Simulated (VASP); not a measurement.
# Ca (P6_3/mmc) in VASP: further runs

The runs below take Ca through single point, with LDA.

Everything below comes from runs of VASP 6.6.1. Logs are shortened: lines on timing, memory, paths and dates and some standing lists are left out, and cuts for length are marked.

## 1. The cell of the first run

Symmetry: P6_3/mmc, No. 194, hexagonal system. Conventional cell: a = 2.924 Å, b = 2.924 Å, c = 4.445 Å, α = 90.00°, β = 90.00°, γ = 120.00°. Within 3.7 Å of Ca (site symmetry -6m2) lie 12 Ca at 2.79 to 2.92 Å.

This isn't the form of Ca at room conditions, which is fcc.

## 2. Single point, LDA (16.45 Å³/atom)

INCAR

```
ALGO = Normal
EDIFF = 1E-6
ENCUT = 520
ISIF = 2
ISMEAR = -1
LASPH = T
LCHARG = F
LREAL = F
LWAVE = F
NBANDS = 17
NELM = 60
PREC = Accurate
SIGMA = 0.05
```

KPOINTS

```
k-points
0
Gamma
  12 12 6
```

POSCAR

```
Ca
1.0
    2.9236044784      0.0000000000      0.0000000000
   -1.4618022392      2.5319157489      0.0000000000
    0.0000000000      0.0000000000      4.4449765278
Ca
2
Direct
    0.3333333333      0.6666666667      0.2500000000
    0.6666666667      0.3333333333      0.7500000000
```

Potentials or basis: VASP PAW LDA potentials, release 64 (Ca_sv).

The run is started by

```
> cat potpaw_LDA.64/Ca_sv/POTCAR > POTCAR
> mpirun -np 1 vasp_std > vasp.out
```

OUTCAR:

```text
EDIFF = 1E-6
   ENCUT = 520
   ISIF = 2
   ISMEAR = -1
   LASPH = T
   LREAL = F
   NELM = 60
   PREC = Accurate

 ion  position               nearest neighbor table
   1  0.333  0.667  0.250-   2 2.79   2 2.79   2 2.79   2 2.79   2 2.79   2 2.79
   2  0.667  0.333  0.750-   1 2.79   1 2.79   1 2.79   1 2.79   1 2.79   1 2.79

  LATTYP: Found a hexagonal cell.
 ALAT       =     2.9236044784
 C/A-ratio  =     1.5203754682

  Lattice vectors:

 A1 = (   2.9236044784,   0.0000000000,   0.0000000000)
 A2 = (  -1.4618022392,   2.5319157489,   0.0000000000)
 A3 = (   0.0000000000,   0.0000000000,   4.4449765278)

Analysis of symmetry for initial positions (statically):
=====================================================================
 Subroutine PRICEL returns:
 Original cell was already a primitive cell.

 Routine SETGRP: Setting up the symmetry group for a
 hexagonal supercell.

 Subroutine GETGRP returns: Found 24 space group operations
 (whereof 12 operations were pure point group operations)
 out of a pool of 24 trial point group operations.

The static configuration has the point symmetry D_3d.
 The point group associated with its full space group is D_6h.

Analysis of symmetry for dynamics (positions and initial velocities):
=====================================================================
 Subroutine PRICEL returns:
 Original cell was already a primitive cell.

 Routine SETGRP: Setting up the symmetry group for a
 hexagonal supercell.

 Subroutine GETGRP returns: Found 24 space group operations
 (whereof 12 operations were pure point group operations)
 out of a pool of 24 trial point group operations.

The dynamic configuration has the point symmetry D_3d.
 The point group associated with its full space group is D_6h.

 Subroutine INISYM returns: Found 24 space group operations
 (whereof 12 operations are pure point group operations),
 and found     1 'primitive' translations

----------------------------------------------------------------------------------------

                                     Primitive cell

  volume of cell :      32.9031

  direct lattice vectors                    reciprocal lattice vectors
     2.923604478  0.000000000  0.000000000     0.342043531  0.197478925  0.000000000
    -1.461802239  2.531915749  0.000000000     0.000000000  0.394957850  0.000000000
     0.000000000  0.000000000  4.444976528     0.000000000  0.000000000  0.224973067

  length of vectors
     2.923604478  2.923604478  4.444976528     0.394957850  0.394957850  0.224973067

  position of ions in fractional coordinates (direct lattice)
     0.333333333  0.666666667  0.250000000
     0.666666667  0.333333333  0.750000000

  ion indices of the primitive-cell ions
   primitive index   ion index
                 1           1
                 2           2

----------------------------------------------------------------------------------------

 KPOINTS: k-points

Automatic generation of k-mesh.
 Grid dimensions read from file:
 generate k-points for:   12   12    6

 Generating k-lattice:

  Cartesian coordinates                     Fractional coordinates (reciprocal lattice)
     0.028503628  0.016456577  0.000000000     0.083333333 -0.000000000  0.000000000
     0.000000000  0.032913154  0.000000000     0.000000000  0.083333333  0.000000000
     0.000000000  0.000000000  0.037495511     0.000000000  0.000000000  0.166666667

  Length of vectors
     0.032913154  0.032913154  0.037495511

  Shift w.r.t. Gamma in fractional coordinates (k-lattice)
     0.000000000  0.000000000  0.000000000

 Subroutine IBZKPT returns following result:
 ===========================================

 Found     76 irreducible k-points:

 Following reciprocal coordinates:
            Coordinates               Weight
  0.000000  0.000000  0.000000      1.000000
  0.083333  0.000000  0.000000      6.000000
  0.166667  0.000000  0.000000      6.000000
  0.250000  0.000000  0.000000      6.000000
  0.333333  0.000000  0.000000      6.000000
  0.416667  0.000000  0.000000      6.000000
[... 16 lines left out ...]
  0.250000  0.000000  0.166667     12.000000
  0.333333  0.000000  0.166667     12.000000
 [... further k-points ...]
   k-points           NKPTS =     76   k-points in BZ     NKDIM =     76   number of bands    NBANDS=     17
   number of dos      NEDOS =    301   number of ions     NIONS =      2
   total plane-waves  NPLWV =  20736
   dimension x,y,z NGX =    24 NGY =   24 NGZ =   36
   dimension x,y,z NGXF=    48 NGYF=   48 NGZF=   72
   ions per type =               2
   NGX,Y,Z   is equivalent  to a cutoff of  13.65, 13.65, 13.46 a.u.
   NGXF,Y,Z  is equivalent  to a cutoff of  27.29, 27.29, 26.93 a.u.
 SYSTEM =  unknown system
   PREC   = accura    normal or accurate (medium, high low for compatibility)
   ISTART =      0    job   : 0-new  1-cont  2-samecut
   ICHARG =      2    charge: 1-file 2-atom 10-const
   ISPIN  =      1    spin polarized calculation?
   LNONCOLLINEAR =      F non collinear calculations
   LSORBIT =      F    spin-orbit coupling
   LASPH  =      T    aspherical Exc in radial PAW
   ENCUT  =  520.0 eV  38.22 Ry    6.18 a.u.   5.44  5.44  8.26*2*pi/ulx,y,z
   NELM   =     60;   NELMIN=  2; NELMDL= -5     # of ELM steps
   EDIFF  = 0.1E-05   stopping-criterion for ELM
   LREAL  =      F    real-space projection
   EDIFFG = 0.1E-04   stopping-criterion for IOM
   NSW    =      0    number of steps for IOM
   IBRION =     -1    ionic relax: 0-MD 1-quasi-New 2-CG
   NFREE  =      0    steps in history (QN), initial steepest desc. (CG)
   ISIF   =      2    stress and relaxation
   ISYM   =      2    0-nonsym 1-usesym 2-fastsym
   POTIM  = 0.5000    time-step for ionic-motion
   TEBEG  =    0.0;   TEEND  =   0.0 temperature during run
   PSTRESS=    0.0 pullay stress
   NELECT =      20.0000    total number of electrons
   NUPDOWN=      -1.0000    fix difference up-down
   EMIN   =  10.00;   EMAX   =-10.00  energy-range for DOS
   EFERMI =   0.00;   METHOD = LEGACY
   ISMEAR =    -1;   SIGMA  =   0.05  broadening in eV -4-tet -1-fermi 0-gaus
   EFERMI_NEDOS =   21; number of points for ismear=-14 and -15
   IALGO  =     38    algorithm
   IMIX   =      4    mixing-type and parameters
     AMIX     =   0.40;   BMIX     =  1.00
     AMIX_MAG =   1.60;   BMIX_MAG =  1.00
  volume/ion in A,a.u.               =      16.45       111.02
  Fermi-wavevector in a.u.,A,eV,Ry     =   1.386774  2.620623 26.165940  1.923142
  Thomas-Fermi vector in A             =   2.511058
   LORBIT       =      0    0 simple, 1 ext, 2 COOP (PROOUT), +10 PAW based schemes
   GGA     = CA    functional components
   LHFCALC =     F    Hartree Fock is set to
   AEXX    =    0.0000 exact exchange contribution
   IVDW    =     0    specifies the selected vdW correction
   LEPSILON=     F    determine dielectric tensor
   LRPA    =     F    only Hartree local field effects (RPA)
 non-spin polarized calculation
  energy-cutoff  :      520.00
  volume of cell :       32.90
 maximum number of plane-waves:       911
 NGX is ok and might be reduce to    24
   NGX = 11   NGY = 11   NGZ = 17

 number of electron      20.0000001 magnetization

 Free energy of the ion-electron system (eV)
  ---------------------------------------------------
  ext. energy  EPLUGINS =         0.00000000
  ---------------------------------------------------
  free energy    TOTEN  =        -0.36600541 eV

  energy without entropy =       -0.35578375  energy(sigma->0) =       -0.36089458

 E-fermi :   6.9860     XC(G=0): -11.6964

 val. band max:        6.9443435799   @ k =   0.3333   0.2500   0.0000
 cond. band min:       7.0121168520   @ k =   0.2500   0.1667   0.1667
 fundamental gap:      0.0677732722
 Fermi energy:         6.9859688142

 k-point     1 :       0.0000    0.0000    0.0000
  band No.  band energies     occupation
      1     -33.3919      2.00000
      2     -32.6102      2.00000
      3     -15.9336      2.00000
      4     -13.7226      2.00000
      5     -13.7226      2.00000
      6     -13.3176      2.00000
[... 9 lines left out ...]
     16      11.2825      0.00000
     17      11.5121      0.00000

 k-point     2 :       0.0833    0.0000    0.0000
  band No.  band energies     occupation
      1     -33.3598      2.00000
      2     -32.6001      2.00000
      3     -15.8795      2.00000
      4     -13.8441      2.00000
      5     -13.7643      2.00000
      6     -13.4422      2.00000
[... 9 lines left out ...]
     16      11.3080      0.00000
     17      11.3324      0.00000

 k-point     3 :       0.1667    0.0000    0.0000
  band No.  band energies     occupation
      1     -33.2689      2.00000
      2     -32.5743      2.00000
      3     -15.7232      2.00000
      4     -14.1742      2.00000
      5     -13.8711      2.00000
      6     -13.7633      2.00000
[... 9 lines left out ...]
     16      11.1993      0.00000
     17      11.9101      0.00000

 k-point     4 :       0.2500    0.0000    0.0000
  band No.  band energies     occupation
      1     -33.1359      2.00000
      2     -32.5453      2.00000
      3     -15.4831      2.00000
      4     -14.6181      2.00000
      5     -14.1653      2.00000
      6     -14.0053      2.00000
[... 9 lines left out ...]
     16      11.8906      0.00000
     17      12.7000      0.00000
[... 343 lines left out ...]
      1     -33.2252      2.00000
      2     -32.6239      2.00000
      3     -15.6013      2.00000
      4     -14.1245      2.00000
      5     -13.8988      2.00000
      6     -13.8377      2.00000
[... 9 lines left out ...]
     16      11.3750      0.00000
     17      11.9240      0.00000

 k-point    23 :       0.2500    0.0000    0.1667
  band No.  band energies     occupation
      1     -33.0982      2.00000
      2     -32.5869      2.00000
      3     -15.4483      2.00000
      4     -14.5283      2.00000
      5     -14.2813      2.00000
      6     -13.9666      2.00000
[... 9 lines left out ...]
     16      12.0467      0.00000
     17      12.6188      0.00000

 k-point    24 :       0.3333    0.0000    0.1667
  band No.  band energies     occupation
      1     -32.9569      2.00000
      2     -32.5608      2.00000
      3     -15.3955      2.00000
      4     -14.8370      2.00000
      5     -14.5717      2.00000
      6     -14.0874      2.00000
[... 9 lines left out ...]
     16      13.1656      0.00000
     17      13.5597      0.00000

 [... further k-points ...]

------------------------ aborting loop because EDIFF is reached ----------------------------------------

  FORCE on cell =-STRESS in cart. coord.  units (eV):
  Direction    XX          YY          ZZ          XY          YZ          ZX
  --------------------------------------------------------------------------------------
  -------------------------------------------------------------------------------------
  Total        9.6999905      9.6999905      9.7685465      0.0000000     -0.0000000      0.0000000
  in kB      472.3289362    472.3289362    475.6671827      0.0000000     -0.0000000      0.0000000
  external PRESSURE =     473.4416850 kB  Pullay stress =       0.0000000 kB

 VOLUME and BASIS-vectors are now :
 -----------------------------------------------------------------------------
  energy-cutoff  :      520.00
  volume of cell :       32.90
      direct lattice vectors                 reciprocal lattice vectors
     2.923604478  0.000000000  0.000000000     0.342043531  0.197478925  0.000000000
    -1.461802239  2.531915749  0.000000000     0.000000000  0.394957850  0.000000000
     0.000000000  0.000000000  4.444976528     0.000000000  0.000000000  0.224973067

 POSITION                                       TOTAL-FORCE (eV/Angst)
 -----------------------------------------------------------------------------------
     -0.00000      1.68794      1.11124         0.000000     -0.000000      0.000000
      1.46180      0.84397      3.33373        -0.000000      0.000000      0.000000
 -----------------------------------------------------------------------------------
    total drift:                               -0.000000      0.000000     -0.000000

  FREE ENERGIE OF THE ION-ELECTRON SYSTEM (eV)
  ---------------------------------------------------
  free  energy   TOTEN  =        -0.3660054132 eV

  energy  without entropy=       -0.3557837515  energy(sigma->0) =       -0.36089458
```

It took 25 s on 1 thread of Intel Xeon Platinum 8259CL at 2.50GHz (Skylake/Cascade Lake), shared host; peak memory 0.16 GiB.

Results:

| Quantity | Value |
| --- | --- |
| Free energy | -0.3660 eV |
| Pressure | 47.3 GPa |
| Band gap on the k mesh | zero (bands 10 and 11 overlap by 1.14 eV) |

Stress tensor (GPa, compression positive):
```
47.23  0.00  0.00
 0.00 47.23  0.00
 0.00  0.00 47.57
```

Levels at points of the mesh, in eV from the Fermi level:
| k point | band 8 | band 9 | band 10 | band 11 | band 12 | band 13 |
| --- | --- | --- | --- | --- | --- | --- |
| (0.00, 0.00, 0.00) | -20.13 | -4.18 | -1.75 | 3.03 | 3.03 | 3.96 |
| (0.50, 0.00, 0.00) | -20.49 | -1.57 | -0.75 | -0.66 | 2.03 | 2.48 |
| (0.00, 0.00, 0.50) | -20.51 | -2.03 | -2.03 | 2.54 | 2.54 | 2.85 |
| (0.50, 0.00, 0.50) | -20.76 | -1.56 | -1.56 | 0.87 | 0.87 | 4.40 |

Caveat: the cell stands under pressure.

## 3. Single point, LDA

This run uses another cell than the first one, of 19.13 Å³/atom.

INCAR

```
PREC     = Accurate       # precision mode
ENCUT    = 520            # plane-wave cutoff, eV
EDIFF    = 1E-6           # SCF threshold, eV
ISMEAR   = -1             # smearing method
SIGMA    = 0.05           # smearing width, eV
LREAL    = F              # projectors in reciprocal space
LASPH    = T              # aspherical terms in the spheres
NELM     = 80             # most SCF steps
ALGO     = Normal         # electronic algorithm
ISIF     = 2              # what is computed and relaxed
LWAVE    = F              # write WAVECAR
LCHARG   = F              # write CHGCAR
GGA      = CA             # functional
NBANDS   = 17             # bands
```

KPOINTS

```
Automatic mesh
0
Gamma
  12 12 6
```

POSCAR

```
Ca
1.0
    2.9860144516      0.0000000000      0.0000000000
   -1.4930072258      2.5859643711      0.0000000000
    0.0000000000      0.0000000000      4.9547808125
Ca
2
Direct
    0.3333333333      0.6666666667      0.2500000000
    0.6666666667      0.3333333333      0.7500000000
```

Potentials or basis: VASP PAW LDA potentials, release 64 (Ca_sv).

The run is started by

```
> cat potpaw_LDA.64/Ca_sv/POTCAR > POTCAR
> mpirun -np 1 vasp_std > vasp.out
```

Run time: 30 s. Hardware: 1 thread of Intel Xeon Platinum 8259CL at 2.50GHz (Skylake/Cascade Lake), shared host; peak memory 0.17 GiB.

The run converged. Its results:

- Free energy: -1.7318 eV
- Pressure: 34.2 GPa
- Band gap on the k mesh: zero (bands 10 and 11 overlap by 1.22 eV)

Stress tensor (GPa, compression positive):
```
34.32  0.00  0.00
 0.00 34.32  0.00
 0.00  0.00 34.04
```

Levels at points of the mesh, in eV from the Fermi level:
```csv
k point,band 8,band 9,band 10,band 11,band 12,band 13
"(0.00, 0.00, 0.00)",-20.65,-4.52,-1.41,2.26,3.00,3.17
"(0.50, 0.00, 0.00)",-20.87,-1.00,-0.83,-0.73,1.53,2.58
"(0.00, 0.00, 0.50)",-20.75,-2.64,-2.64,1.83,1.83,3.16
"(0.50, 0.00, 0.50)",-21.05,-1.41,-1.41,0.71,0.71,3.40
```

Caveat: the cell stands under pressure.

## 4. Single point, LDA (19.13 Å³/atom)

This run uses another cell than the first one, of 19.13 Å³/atom.

INCAR

```
SYSTEM = Ca
PREC     = Accurate       ! precision mode
ENCUT    = 520            ! plane-wave cutoff, eV
EDIFF    = 1E-6           ! SCF threshold, eV
ISMEAR   = -1             ! smearing method
SIGMA    = 0.05           ! smearing width, eV
LREAL    = .False.        ! projectors in reciprocal space
LASPH    = .True.         ! aspherical terms in the spheres
NELM     = 60             ! most SCF steps
ALGO     = Normal         ! electronic algorithm
ISIF     = 2              ! what is computed and relaxed
LWAVE    = .False.        ! write WAVECAR
LCHARG   = .True.         ! write CHGCAR
GGA      = CA             ! functional
LELF     = .True.         ! ELF
LVHAR    = .True.       
NBANDS   = 17             ! bands
```

KPOINTS

```
regular mesh
0
Gamma
  12 12 6
  0 0 0
```

POSCAR is that of step 3.

The run is started by

```
> cat potpaw_LDA.64/Ca_sv/POTCAR > POTCAR
> mpirun -np 1 vasp_std > vasp.out
```

Wall time 32 s (1 thread of Intel Xeon Platinum 8259CL at 2.50GHz (Skylake/Cascade Lake), shared host); peak memory 0.17 GiB.

The run converged. Its results:

```yaml
Free_energy: -1.7318 eV
Pressure: 34.2 GPa
Band_gap_on_the_k_mesh: zero (bands 10 and 11 overlap by 1.22 eV)
```

Stress tensor (GPa, compression positive):
```
34.32  0.00  0.00
 0.00 34.32  0.00
 0.00  0.00 34.04
```

Levels at points of the mesh, in eV from the Fermi level:
| k point | band 6 | band 7 | band 8 | band 9 | band 10 | band 11 | band 12 | band 13 | band 14 | band 15 |
| --- | --- | --- | --- | --- | --- | --- | --- | --- | --- | --- |
| (0.00, 0.00, 0.00) | -20.66 | -20.65 | -20.65 | -4.52 | -1.41 | 2.26 | 3.00 | 3.17 | 3.17 | 3.88 |
| (0.50, 0.00, 0.00) | -21.23 | -21.03 | -20.87 | -1.00 | -0.83 | -0.73 | 1.53 | 2.58 | 3.02 | 3.50 |
| (0.00, 0.00, 0.50) | -20.75 | -20.75 | -20.75 | -2.64 | -2.64 | 1.83 | 1.83 | 3.16 | 3.16 | 3.16 |
| (0.50, 0.00, 0.50) | -21.08 | -21.05 | -21.05 | -1.41 | -1.41 | 0.71 | 0.71 | 3.40 | 3.40 | 4.71 |

Caveat: the cell stands under pressure.

(Continued in part 2 of 2.)

The gap in the log of VASP goes by the Fermi energy; the results here count the filled bands.